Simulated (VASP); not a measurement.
# Cr (P6_3/mmc) in VASP: notebook, part 2 of 2

VASP 6.6.1. Earlier steps stand in the parts before.

### 3 Single point, PBE, collinear spin, antiferromagnetic start (12.85 Å³/atom)

This run uses another cell than the first one, of 12.85 Å³/atom.

INCAR

```
SYSTEM = Cr
  ALGO = Normal
  EDIFF = 1E-6
  ENCUT = 500
  GGA = PE
  GGA_COMPAT = .False.
  ISIF = 2
  ISMEAR = -1
  ISPIN = 2
  LASPH = .True.
  LCHARG = .False.
  LMAXMIX = 4
  LORBIT = 11
  LREAL = .False.
  LWAVE = .False.
  MAGMOM = 1.5 1.5 -1.5 -1.5
  NBANDS = 36
  NELM = 200
  PREC = Accurate
  SIGMA = 0.05
```

KPOINTS

```
k-points
0
Gamma
  16 16 4
  0 0 0
```

POSCAR

```
Cr
1.0
    2.5621390353      0.0000000000      0.0000000000
   -1.2810695176      2.2188774926      0.0000000000
    0.0000000000      0.0000000000      9.0417314366
Cr
4
Direct
    0.0000000000      0.0000000000      1.0000000000
    0.0000000000      0.0000000000      0.5000000000
    0.3333333333      0.6666666667      0.2500000000
    0.6666666667      0.3333333333      0.7500000000
```

Potentials or basis: VASP PAW PBE potentials, release 64 (Cr_pv).

Started as:

```bash
cat potpaw_PBE.64/Cr_pv/POTCAR > POTCAR
mpirun -np 1 vasp_std > vasp.out
```

OUTCAR:

```text
SYSTEM = Cr
   EDIFF = 1E-6
   ENCUT = 500
   GGA = PE
   ISIF = 2
   ISMEAR = -1
   ISPIN = 2
   LASPH = .True.
   LORBIT = 11
   LREAL = .False.
   NELM = 200
   PREC = Accurate

 ion  position               nearest neighbor table
   1  0.000  0.000  0.000-   3 2.70   4 2.70   3 2.70   4 2.70   4 2.70   3 2.70
   2  0.000  0.000  0.500-   3 2.70   4 2.70   3 2.70   4 2.70   4 2.70   3 2.70
   3  0.333  0.667  0.250-   1 2.70   2 2.70   1 2.70   2 2.70   1 2.70   2 2.70
   4  0.667  0.333  0.750-   1 2.70   2 2.70   1 2.70   2 2.70   1 2.70   2 2.70

  LATTYP: Found a hexagonal cell.
 ALAT       =     2.5621390353
 C/A-ratio  =     3.5289776675

[... 2105 lines left out ...]
     2.562139035  0.000000000  0.000000000     0.390298882  0.225339164  0.000000000
    -1.281069518  2.218877493  0.000000000     0.000000000  0.450678329  0.000000000
     0.000000000  0.000000000  9.041731437     0.000000000  0.000000000  0.110598286

 POSITION                                       TOTAL-FORCE (eV/Angst)
 -----------------------------------------------------------------------------------
      0.00000      0.00000      0.00000        -0.000000      0.000000      0.000000
      0.00000      0.00000      4.52087         0.000000      0.000000      0.000000
     -0.00000      1.47925      2.26043        -0.000000     -0.000000     -0.000000
      1.28107      0.73963      6.78130         0.000000      0.000000      0.000000
 -----------------------------------------------------------------------------------
    total drift:                                0.000000     -0.000000      0.000000

  FREE ENERGIE OF THE ION-ELECTRON SYSTEM (eV)
  ---------------------------------------------------
  free  energy   TOTEN  =       -36.3158076047 eV

  energy  without entropy=      -36.2577535109  energy(sigma->0) =      -36.28678056

 total charge

# of ion       s       p       d       tot
------------------------------------------
    1        0.414   6.329   4.127  10.871
    2        0.414   6.329   4.127  10.871
    3        0.415   6.331   4.122  10.867
    4        0.415   6.331   4.122  10.867
--------------------------------------------------
tot          1.658  25.320  16.498  43.477

 magnetization (x)

# of ion       s       p       d       tot
------------------------------------------
    1        0.000   0.000   0.000   0.000
    2        0.000   0.000   0.000   0.000
    3       -0.000   0.000   0.000   0.000
    4       -0.000   0.000   0.000   0.000
--------------------------------------------------
tot         -0.000   0.000   0.001   0.001
```

Run time: 3.1 min. Hardware: 1 thread of Intel Xeon 6975P-C (Granite Rapids), shared host; peak memory 0.32 GiB.

What came out:

```yaml
Free_energy: -36.3158 eV
Pressure: -16.0 GPa
Band_gap_on_the_k_mesh: zero (filled and empty bands overlap)
Net_moment: 0.00 μB per cell
Valence_electrons_inside_the_program's_atomic_spheres: Cr 10.87
```

Caveat: the cell stands under tension; the moments typed at the start vanished in this run.

### 4 Single point, PBE, collinear spin, antiferromagnetic start (10.47 Å³/atom)

This run uses another cell than the first one, of 10.47 Å³/atom.

INCAR

```
ALGO = Normal ; EDIFF = 1E-6
ENCUT = 500 ; GGA = PE
GGA_COMPAT = F ; ISIF = 2
ISMEAR = -1 ; ISPIN = 2
LASPH = T ; LCHARG = T
LELF = T ; LMAXMIX = 4
LORBIT = 11 ; LREAL = F
LVHAR = T ; LWAVE = F
MAGMOM = 1.5 1.5 -1.5 -1.5 ; NBANDS = 36
NELM = 200 ; PREC = Accurate
SIGMA = 0.05
```

KPOINTS

```
k-points
0
Gamma
  16 16 4
```

POSCAR

```
Cr
1.0
    2.3930714492      0.0000000000      0.0000000000
   -1.1965357246      2.0724606681      0.0000000000
    0.0000000000      0.0000000000      8.4450957009
Cr
4
Direct
    0.0000000000      0.0000000000      1.0000000000
    0.0000000000      0.0000000000      0.5000000000
    0.3333333333      0.6666666667      0.2500000000
    0.6666666667      0.3333333333      0.7500000000
```

Started as:

```bash
cat potpaw_PBE.64/Cr_pv/POTCAR > POTCAR
mpirun -np 1 vasp_std > vasp.out
```

Wall time 2 min (1 thread of Intel Xeon 6975P-C (Granite Rapids), shared host); peak memory 0.28 GiB.

It converged, with:

```yaml
Free_energy: -35.9030 eV
Pressure: 38.8 GPa
Band_gap_on_the_k_mesh: zero (filled and empty bands overlap)
Net_moment: 0.00 μB per cell
Valence_electrons_inside_the_program's_atomic_spheres: Cr 11.32
```

Stress tensor (GPa, compression positive):
```
40.31  0.00  0.00
 0.00 40.31  0.00
 0.00  0.00 35.76
```

Levels at points of the mesh, in eV from the Fermi level:
Spin up:
| k point | band 22 | band 23 | band 24 | band 25 | band 26 | band 27 |
| --- | --- | --- | --- | --- | --- | --- |
| (0.00, 0.00, 0.00) | -0.47 | -0.47 | -0.27 | -0.27 | -0.14 | -0.14 |
| (0.50, 0.00, 0.00) | -0.31 | -0.31 | 1.05 | 1.05 | 2.19 | 2.73 |
| (0.00, 0.00, 0.50) | -0.49 | -0.49 | -0.49 | -0.26 | -0.26 | -0.26 |
| (0.50, 0.00, 0.50) | 0.06 | 0.26 | 0.26 | 0.84 | 0.84 | 2.21 |
Spin down:
| k point | band 22 | band 23 | band 24 | band 25 | band 26 | band 27 |
| --- | --- | --- | --- | --- | --- | --- |
| (0.00, 0.00, 0.00) | -0.47 | -0.47 | -0.27 | -0.27 | -0.14 | -0.14 |
| (0.50, 0.00, 0.00) | -0.31 | -0.31 | 1.05 | 1.05 | 2.19 | 2.73 |
| (0.00, 0.00, 0.50) | -0.49 | -0.49 | -0.49 | -0.26 | -0.26 | -0.26 |
| (0.50, 0.00, 0.50) | 0.06 | 0.26 | 0.26 | 0.84 | 0.84 | 2.21 |

Caveat: the cell stands under pressure; the moments typed at the start vanished in this run.
